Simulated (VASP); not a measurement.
A run of VASP 6.6.1:

Contents of INCAR:

```
PREC = Accurate ; ENCUT = 520
EDIFF = 1E-6 ; ISMEAR = -1
SIGMA = 0.05 ; LREAL = Auto
LASPH = T ; NELM = 60
ALGO = Normal ; ISIF = 2
LWAVE = F ; LCHARG = F
GGA = PE ; NBANDS = 52
```

The input KPOINTS:

```
Automatic mesh
0
Gamma
  2 2 2
```

POSCAR

```
TiSi16
1.0
    0.0000000000      5.4300000000      5.4300000000
    5.4300000000      0.0000000000      5.4300000000
    5.4300000000      5.4300000000      0.0000000000
Si Ti
16 1
Direct
   -0.0164346285      0.0148545831      0.0007043193
    0.1177864156      0.1380610656      0.1262848730
   -0.0010753730      0.0031946372      0.4988581113
    0.1177649317      0.1380728272      0.6177108533
   -0.0020530249      0.5111648791     -0.0071496421
    0.1168280653      0.6331738386      0.1249198754
   -0.0020606227      0.5111746204      0.4978786206
    0.1223971509      0.6327781920      0.6223331039
    0.5007893359      0.0148459380      0.0007195540
    0.6201788637      0.1394359817      0.1201257205
    0.5007623240      0.0148611518      0.4835124902
    0.6263524195      0.1380660673      0.6177230630
    0.4992994754      0.5020724353     -0.0007566100
    0.6249876152      0.6331724237      0.1249236570
    0.4929138167      0.5111690173      0.4978827772
    0.6249804991      0.6331749167      0.6167696692
    0.3706924461      0.8878974052      0.8706411445
```

Potentials or basis: VASP PAW PBE potentials, release 64 (Si, Ti_sv).

Run with:

```console
$ cat potpaw_PBE.64/Si/POTCAR potpaw_PBE.64/Ti_sv/POTCAR > POTCAR
$ mpirun -np 1 vasp_std > vasp.out
```

Hardware: 1 thread of Intel(R) Xeon(R) 6975P-C (Granite Rapids), with other jobs on the host.

Q: Estimate the wall time of this run.

A: Run time: 2.4 min on 1 thread of Intel(R) Xeon(R) 6975P-C (Granite Rapids), with other jobs on the host, peak memory 0.5 GiB. Counts: scf iterations 16, k points 8.
